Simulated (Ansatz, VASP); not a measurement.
## Two plane-wave programs on NbP

```
Nb P
1.0
    -1.67492    1.67492    5.74011
     1.67492   -1.67492    5.74011
     1.67492    1.67492   -5.74011
Nb P
2 2
Direct
  0.24988 0.74988 0.50000
  0.49988 0.49988 0.00000
  0.83275 0.33275 0.50000
  0.08275 0.08275 0.00000
```

Alike in both runs: functional LDA; k mesh 11 × 11 × 11; occupations fermi-dirac, width 0.05 eV; no spin polarisation.

```csv
,VASP,Ansatz
version,VASP 6.6.1,Ansatz 0.2.0
potentials or method,"VASP PAW LDA potentials, release 64 (Nb_sv, P)",Ansatz PAW
plane-wave cutoff (eV),520,420
valence electrons in the cell,36,36
task,single point,band structure
```

|  | VASP | Ansatz | Ansatz less VASP |
| --- | --- | --- | --- |
| gap on the k mesh at the Fermi level (eV) | none | none | - |
| pressure (GPa) | -9.5 | -9.4 | +0.11 |
| traceless stress, the component that is largest in VASP (GPa) | 0.13 | 0.14 | +0.005 |
| rms of the force components (eV/Å) | 0.009 | 0.009 | 0.0000 |

LDA's correlation is that of Perdew and Zunger in VASP and of Perdew and Wang (1992) in Ansatz. Atom by atom the forces differ by 0.000 eV/Å (rms over components). A gap of «none» marks a metal or a gap that the smearing closes.
